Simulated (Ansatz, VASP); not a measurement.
## Two plane-wave programs on Mo

POSCAR

```
Mo
1.0
    2.7488179334      0.0000000000      0.0000000000
   -1.3744089667      2.3805461607      0.0000000000
    0.0000000000      0.0000000000      2.4578835207
Mo
1
Direct
    0.0000000000      0.0000000000      0.5000000000
```

INCAR.step1

```
SYSTEM = Mo
ALGO = Normal
EDIFF = 1E-4
ENCUT = 520
GGA = PE
ISMEAR = 0
LASPH = .True.
LCHARG = .False.
LREAL = .False.
LWAVE = .True.
NBANDS = 13
NELM = 100
PREC = Accurate
SIGMA = 0.15
```

The input INCAR.step2:

```
SYSTEM = Mo
ALGO = Normal
EDIFF = 1E-6
ENCUT = 520
ISIF = 2
ISMEAR = 0
ISTART = 1
LASPH = .True.
LCHARG = .False.
LMIXTAU = .True.
LREAL = .False.
LWAVE = .False.
METAGGA = R2SCAN
NBANDS = 13
NELM = 100
PREC = Accurate
SIGMA = 0.15
```

Contents of KPOINTS:

```
k-points
0
Gamma
  24 24 24
  0 0 0
```

Input for Ansatz:

```yaml
crystal:
  lattice:
    - [2.7488179334, 0.0, 0.0]
    - [-1.3744089667, 2.3805461607, 0.0]
    - [0.0, 0.0, 2.4578835207]
  atoms:
    - { symbol: Mo, position: [0.0, 0.0, 0.5] }
basis:
  ecutwfc: 500
kpoints:
  mp_grid: { grid: [24, 24, 24] }
hamiltonian:
  xc: r2scan
scf:
  occupations: { method: gaussian, width: 0.15 }
output:
  forces: true
  stress: true
  eigenvalues: true
```

Change from the starting cell: strain +0.000 along x and y, -0.030 along z, atoms carried along.

Alike in both runs: task single point; functional r2SCAN; k mesh 24 × 24 × 24; occupations gaussian, width 0.15 eV; no spin polarisation.

```csv
,VASP,Ansatz
version,VASP 6.6.1,Ansatz 0.2.0
potentials or method,"VASP PAW PBE potentials, release 64 (Mo_sv), cutoff 520 eV","scalar-relativistic, plane waves, PAW"
valence electrons in the cell,14,14
```

Ansatz gave:

```
gap on the k mesh at the Fermi level (eV)                     : none
pressure (GPa)                                                : 6.8
traceless stress, the component that is largest in VASP (GPa) : 5.00
```

Q: What did VASP give for the same quantities?

A: gap on the k mesh at the Fermi level (eV): none; pressure (GPa): 8.1; traceless stress, the component that is largest in VASP (GPa): 5.51.

VASP's potentials were made for PBE, not for r2SCAN. A gap of «none» marks a metal or a gap that the smearing closes. The functional is the same, so the differences come from potentials, cutoffs and numerics.
